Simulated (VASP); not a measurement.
# Cs4I (P1) in VASP: single point with PBE

Aim: the single point of Cs4I with PBE.

Everything below comes from runs of VASP 6.6.1. Logs are shortened: lines on timing, memory, paths and dates and some standing lists are left out, and cuts for length are marked.

## 1. The cell of the first run

The typed cell holds 10 atoms: a = 7.857 Å, b = 7.813 Å, c = 15.669 Å, α = 90.54°, β = 89.65°, γ = 90.33°.

## 2. Single point, PBE

INCAR

```
SYSTEM = Cs4I
ALGO = Normal
EDIFF = 1E-6
ENCUT = 520
GGA = PE
ISIF = 2
ISMEAR = 0
LASPH = .True.
LCHARG = .True.
LELF = .True.
LREAL = .False.
LVHAR = .True.
LWAVE = .False.
NBANDS = 54
NELM = 80
PREC = Accurate
SIGMA = 0.2
```

KPOINTS

```
k-points
0
Gamma
  4 4 2
  0 0 0
```

POSCAR

```
Cs4I
1.0
    0.0239470090      7.8573768204     -0.0226354369
   -0.0369162796     -0.0225993935      7.8131677860
   15.6685854913      0.0478319985     -0.0738635172
Cs I
8 2
Direct
    0.4994921514      0.5022638050      0.2507485891
    0.5014442917      0.4980629786      0.7504816144
   -0.0003460786      0.0000268429      0.2494734675
    0.0003682798     -0.0036293227      0.7500197026
    0.4982720693      0.0012169626      0.0000159877
    0.5022625040      0.0017249015      0.5005606313
   -0.0032680630      0.5012825079     -0.0006618113
    0.0008376431      0.4987158670      0.5002924524
   -0.0012211288      0.0008708026     -0.0006066175
    0.0021583312     -0.0005353455      0.4996759838
```

Potentials or basis: VASP PAW PBE potentials, release 64 (Cs_sv, I).

The run is started by

```console
cat potpaw_PBE.64/Cs_sv/POTCAR potpaw_PBE.64/I/POTCAR > POTCAR
mpirun -np 1 vasp_std > vasp.out
```

OUTCAR:

```text
SYSTEM = Cs4I
   EDIFF = 1E-6
   ENCUT = 520
   GGA = PE
   ISIF = 2
   ISMEAR = 0
   LASPH = .True.
   LREAL = .False.
   NELM = 80
   PREC = Accurate

 ion  position               nearest neighbor table
   1  0.499  0.502  0.251-
   2  0.501  0.498  0.750-
   3  1.000  0.000  0.249-
   4  0.000  0.996  0.750-
   5  0.498  0.001  0.000-
   6  0.502  0.002  0.501-
   7  0.997  0.501  0.999-
   8  0.001  0.499  0.500-
   9  0.999  0.001  0.999-
  10  0.002  0.999  0.500-

  LATTYP: Found a triclinic cell.
 ALAT       =    17.5095416237
 B/A-ratio  =     0.4487522338
 C/A-ratio  =     1.2578532851
 COS(alpha) =     0.0002432789
 COS(beta)  =     0.3138243467
 COS(gamma) =     0.8949218993

  Lattice vectors:

 A1 = (  -0.0109777384, -15.6921542473,  -7.7678969122)
 A2 = (  -0.0239470090,  -7.8573768204,   0.0226354369)
 A3 = ( -15.5947529321,  -0.0026332115, -15.5524720548)

Analysis of symmetry for initial positions (statically):
=====================================================================
 Subroutine PRICEL returns:
 Original cell was already a primitive cell.

 Routine SETGRP: Setting up the symmetry group for a
 triclinic supercell.

 Subroutine GETGRP returns: Found  1 space group operations
 (whereof  1 operations were pure point group operations)
 out of a pool of  2 trial point group operations.

The static configuration has the point symmetry C_1 .

Analysis of symmetry for dynamics (positions and initial velocities):
=====================================================================
 Subroutine PRICEL returns:
 Original cell was already a primitive cell.

 Routine SETGRP: Setting up the symmetry group for a
 triclinic supercell.

 Subroutine GETGRP returns: Found  1 space group operations
 (whereof  1 operations were pure point group operations)
 out of a pool of  2 trial point group operations.

The dynamic configuration has the point symmetry C_1 .

 Subroutine INISYM returns: Found  1 space group operations
 (whereof  1 operations are pure point group operations),
 and found     1 'primitive' translations

----------------------------------------------------------------------------------------

                                     Primitive cell

  volume of cell :     961.8719

  direct lattice vectors                    reciprocal lattice vectors
     0.023947009  7.857376820 -0.022635437    -0.000386798  0.127271172  0.000366301
    -0.036916280 -0.022599393  7.813167786     0.000602254  0.000366885  0.127992967
    15.668585491  0.047831999 -0.073863517     0.063823981 -0.000193650  0.000301001

  length of vectors
     7.857445916  7.813287682 15.668832599     0.127272287  0.127994909  0.063824984

  position of ions in fractional coordinates (direct lattice)
     0.499492151  0.502263805  0.250748589
     0.501444292  0.498062979  0.750481614
     0.999653921  0.000026843  0.249473468
     0.000368280  0.996370677  0.750019703
     0.498272069  0.001216963  0.000015988
     0.502262504  0.001724901  0.500560631
     0.996731937  0.501282508  0.999338189
     0.000837643  0.498715867  0.500292452
     0.998778871  0.000870803  0.999393383
     0.002158331  0.999464655  0.499675984

  ion indices of the primitive-cell ions
   primitive index   ion index
                 1           1
                 2           2
                 3           3
                 4           4
                 5           5
                 6           6
                 7           7
                 8           8
                 9           9
                10          10

----------------------------------------------------------------------------------------

 KPOINTS: k-points

Automatic generation of k-mesh.
 Grid dimensions read from file:
 generate k-points for:    4    4    2

 Generating k-lattice:

  Cartesian coordinates                     Fractional coordinates (reciprocal lattice)
    -0.000096700  0.031817793  0.000091575     0.250000000 -0.000000000  0.000000000
     0.000150563  0.000091721  0.031998242     0.000000000  0.250000000 -0.000000000
     0.031911990 -0.000096825  0.000150500    -0.000000000  0.000000000  0.500000000

  Length of vectors
     0.031818072  0.031998727  0.031912492

  Shift w.r.t. Gamma in fractional coordinates (k-lattice)
     0.000000000  0.000000000  0.000000000

 Subroutine IBZKPT returns following result:
 ===========================================

 Found     20 irreducible k-points:

 Following reciprocal coordinates:
            Coordinates               Weight
  0.000000  0.000000  0.000000      1.000000
  0.250000  0.000000  0.000000      2.000000
  0.500000  0.000000  0.000000      1.000000
  0.000000  0.250000  0.000000      2.000000
  0.250000  0.250000  0.000000      2.000000
  0.500000  0.250000  0.000000      2.000000
[... 12 lines left out ...]
  0.250000  0.500000  0.500000      2.000000
  0.500000  0.500000  0.500000      1.000000
   k-points           NKPTS =     20   k-points in BZ     NKDIM =     20   number of bands    NBANDS=     54
   number of dos      NEDOS =    301   number of ions     NIONS =     10
   total plane-waves  NPLWV = 432000
   dimension x,y,z NGX =    60 NGY =   60 NGZ =  120
   dimension x,y,z NGXF=   120 NGYF=  120 NGZF=  240
   ions per type =               8   2
   NGX,Y,Z   is equivalent  to a cutoff of  12.69, 12.77, 12.73 a.u.
   NGXF,Y,Z  is equivalent  to a cutoff of  25.39, 25.53, 25.46 a.u.
 SYSTEM =  Cs4I
   PREC   = accura    normal or accurate (medium, high low for compatibility)
   ISTART =      0    job   : 0-new  1-cont  2-samecut
   ICHARG =      2    charge: 1-file 2-atom 10-const
   ISPIN  =      1    spin polarized calculation?
   LNONCOLLINEAR =      F non collinear calculations
   LSORBIT =      F    spin-orbit coupling
   LASPH  =      T    aspherical Exc in radial PAW
   ENCUT  =  520.0 eV  38.22 Ry    6.18 a.u.  14.61 14.53 29.13*2*pi/ulx,y,z
   NELM   =     80;   NELMIN=  2; NELMDL= -5     # of ELM steps
   EDIFF  = 0.1E-05   stopping-criterion for ELM
   LREAL  =      F    real-space projection
   EDIFFG = 0.1E-04   stopping-criterion for IOM
   NSW    =      0    number of steps for IOM
   IBRION =     -1    ionic relax: 0-MD 1-quasi-New 2-CG
   NFREE  =      0    steps in history (QN), initial steepest desc. (CG)
   ISIF   =      2    stress and relaxation
   ISYM   =      2    0-nonsym 1-usesym 2-fastsym
   POTIM  = 0.5000    time-step for ionic-motion
   TEBEG  =    0.0;   TEEND  =   0.0 temperature during run
   PSTRESS=    0.0 pullay stress
   NELECT =      86.0000    total number of electrons
   NUPDOWN=      -1.0000    fix difference up-down
   EMIN   =  10.00;   EMAX   =-10.00  energy-range for DOS
   EFERMI =   0.00;   METHOD = LEGACY
   ISMEAR =     0;   SIGMA  =   0.20  broadening in eV -4-tet -1-fermi 0-gaus
   EFERMI_NEDOS =   21; number of points for ismear=-14 and -15
   IALGO  =     38    algorithm
   IMIX   =      4    mixing-type and parameters
     AMIX     =   0.40;   BMIX     =  1.00
     AMIX_MAG =   1.60;   BMIX_MAG =  1.00
  volume/ion in A,a.u.               =      96.19       649.10
  Fermi-wavevector in a.u.,A,eV,Ry     =   0.732041  1.383356  7.291139  0.535884
  Thomas-Fermi vector in A             =   1.824406
   LORBIT       =      0    0 simple, 1 ext, 2 COOP (PROOUT), +10 PAW based schemes
   GGA     = PE    functional components
   LHFCALC =     F    Hartree Fock is set to
   AEXX    =    0.0000 exact exchange contribution
   IVDW    =     0    specifies the selected vdW correction
   LEPSILON=     F    determine dielectric tensor
   LRPA    =     F    only Hartree local field effects (RPA)
 non-spin polarized calculation
 Gauss-broadening in eV      SIGMA  =   0.20
  energy-cutoff  :      520.00
  volume of cell :      961.87
 maximum number of plane-waves:     25963
 NGX is ok and might be reduce to    60
   NGX = 29   NGY = 29   NGZ = 59

 number of electron      85.9999987 magnetization

 Free energy of the ion-electron system (eV)
  ---------------------------------------------------
  ext. energy  EPLUGINS =         0.00000000
  ---------------------------------------------------
  free energy    TOTEN  =       -15.73811290 eV

  energy without entropy =      -15.60424229  energy(sigma->0) =      -15.67117760

 E-fermi :   1.0658     XC(G=0):  -5.6526

 val. band max:        0.9765223572   @ k =   0.5000   0.5000   0.0000
 cond. band min:       1.0854534485   @ k =   0.2500   0.0000   0.0000
 fundamental gap:      0.1089310914
 Fermi energy:         1.0658247272

 k-point     1 :       0.0000    0.0000    0.0000
  band No.  band energies     occupation
      1     -22.8531      2.00000
      2     -22.8517      2.00000
      3     -22.8479      2.00000
      4     -22.8451      2.00000
      5     -22.8421      2.00000
      6     -22.8410      2.00000
[... 46 lines left out ...]
     53       2.5698      0.00000
     54       2.6309      0.00000

 k-point     2 :       0.2500    0.0000    0.0000
  band No.  band energies     occupation
      1     -22.8525      2.00000
      2     -22.8515      2.00000
      3     -22.8482      2.00000
      4     -22.8453      2.00000
      5     -22.8422      2.00000
      6     -22.8411      2.00000
[... 46 lines left out ...]
     53       2.2832      0.00000
     54       2.4087      0.00000

 k-point     3 :       0.5000    0.0000    0.0000
  band No.  band energies     occupation
      1     -22.8519      2.00000
      2     -22.8510      2.00000
      3     -22.8486      2.00000
      4     -22.8455      2.00000
      5     -22.8424      2.00000
      6     -22.8412      2.00000
[... 46 lines left out ...]
     53       2.3515      0.00000
     54       2.5768      0.00000
[... 856 lines left out ...]
 k-point    19 :       0.2500    0.5000    0.5000
  band No.  band energies     occupation
      1     -22.8521      2.00000
      2     -22.8512      2.00000
      3     -22.8480      2.00000
      4     -22.8449      2.00000
      5     -22.8426      2.00000
      6     -22.8416      2.00000
[... 46 lines left out ...]
     53       2.2737      0.00000
     54       2.2869      0.00000

 k-point    20 :       0.5000    0.5000    0.5000
  band No.  band energies     occupation
      1     -22.8519      2.00000
      2     -22.8510      2.00000
      3     -22.8482      2.00000
      4     -22.8450      2.00000
      5     -22.8426      2.00000
      6     -22.8416      2.00000
[... 46 lines left out ...]
     53       2.0210      0.00000
     54       2.0226      0.00000

------------------------ aborting loop because EDIFF is reached ----------------------------------------

  FORCE on cell =-STRESS in cart. coord.  units (eV):
  Direction    XX          YY          ZZ          XY          YZ          ZX
  --------------------------------------------------------------------------------------
  -------------------------------------------------------------------------------------
  Total        0.0360609     -0.0386123      0.1057815     -0.0494221      0.0480688      0.0780352
  in kB        0.0600662     -0.0643160      0.1761988     -0.0823217      0.0800676      0.1299823
  external PRESSURE =       0.0573163 kB  Pullay stress =       0.0000000 kB

 VOLUME and BASIS-vectors are now :
 -----------------------------------------------------------------------------
  energy-cutoff  :      520.00
  volume of cell :      961.87
      direct lattice vectors                 reciprocal lattice vectors
     0.023947009  7.857376820 -0.022635437    -0.000386798  0.127271172  0.000366301
    -0.036916280 -0.022599393  7.813167786     0.000602254  0.000366885  0.127992967
    15.668585491  0.047831999 -0.073863517     0.063823981 -0.000193650  0.000301001

 POSITION                                       TOTAL-FORCE (eV/Angst)
 -----------------------------------------------------------------------------------
      3.92230      3.92534      3.89444        -0.002835     -0.000721     -0.003300
     11.75261      3.96468      3.82467        -0.001809     -0.004260      0.001798
      3.93283      7.86659     -0.04084         0.002639      0.000532      0.002429
     11.71497      0.01625      7.72940        -0.005835      0.001510      0.005179
      0.01214      3.91508     -0.00177         0.000622      0.002080     -0.000901
      7.85504      3.97037     -0.03487        -0.001300     -0.003001     -0.004173
     15.66358      7.86817      3.82023         0.002841      0.005552     -0.004555
      7.82048      0.01924      3.85958        -0.000125      0.001244      0.005680
     15.68297      7.89557     -0.08962         0.004558     -0.002550      0.001797
      7.79237      0.01827      7.77203         0.001244     -0.000386     -0.003952
 -----------------------------------------------------------------------------------
    total drift:                                0.000216      0.000151      0.000250

  FREE ENERGIE OF THE ION-ELECTRON SYSTEM (eV)
  ---------------------------------------------------
  free  energy   TOTEN  =       -15.7381129049 eV

  energy  without entropy=      -15.6042422857  energy(sigma->0) =      -15.67117760
```

It took 12 min on 1 thread of AMD EPYC 9R45 (Zen 5), shared host; peak memory 1.2 GiB.

What came out:

* Free energy: -15.7381 eV
* Pressure: 0.0 GPa
* Largest force: 0.008 eV/Å
* Band gap on the k mesh: zero (bands 43 and 44 overlap by 0.64 eV)

Forces on the atoms (eV/Å):
```
Cs  -0.003 -0.001 -0.003
Cs  -0.002 -0.004  0.002
Cs   0.003  0.001  0.002
Cs  -0.006  0.002  0.005
Cs   0.001  0.002 -0.001
Cs  -0.001 -0.003 -0.004
Cs   0.003  0.006 -0.005
Cs   0.000  0.001  0.006
I    0.005 -0.003  0.002
I    0.001  0.000 -0.004
```

Caveat: spin-orbit coupling is left out, which moves the levels of the heavy elements.

The gap in the log of VASP goes by the Fermi energy; the results here count the filled bands.